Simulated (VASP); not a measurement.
Input of a VASP 6.6.1 run:

Contents of INCAR:

```
  PREC = Accurate
  ENCUT = 520
  EDIFF = 1E-6
  ISMEAR = 1
  SIGMA = 0.123
  LREAL = False
  LASPH = True
  NELM = 100
  ALGO = Normal
  ISIF = 2
  LWAVE = False
  LCHARG = False
  GGA = PS
  NBANDS = 35
```

File KPOINTS:

```
Automatic mesh
0
Gamma
  12 12 2
```

POSCAR

```
MoS2
1.0
    2.9846000000      0.0000000000      0.0000000000
   -1.4923000000      2.5847394201      0.0000000000
    0.0000000000      0.0000000000     11.9418000000
Mo S
2 4
Direct
    0.3333333333      0.6666666667      0.2500000000
    0.6666666667      0.3333333333      0.7500000000
    0.3333333333      0.6666666667      0.6259932117
    0.6666666667      0.3333333333      0.1259932117
    0.3333333333      0.6666666667      0.8740067883
    0.6666666667      0.3333333333      0.3740067883
```

Potentials or basis: VASP PAW PBE potentials, release 64 (Mo_sv, S).

Command:

```bash
$ cat potpaw_PBE.64/Mo_sv/POTCAR potpaw_PBE.64/S/POTCAR > POTCAR
$ mpirun -np 1 vasp_std > vasp.out
```

(1) Predict the band gap on the k mesh.

(2) What does it give for the pressure?

(3) Estimate the largest force.

## Answers

(1) 0.86 eV, indirect (least direct gap 2.13 eV).

(2) 32.9 GPa.

(3) 3.220 eV/Å.

Caveat: the PAW data sets were made with another functional, which shifts forces and pressure a little; this functional lacks dispersion, which binds the layers, so the pressure and a relaxed spacing across them are unreliable.
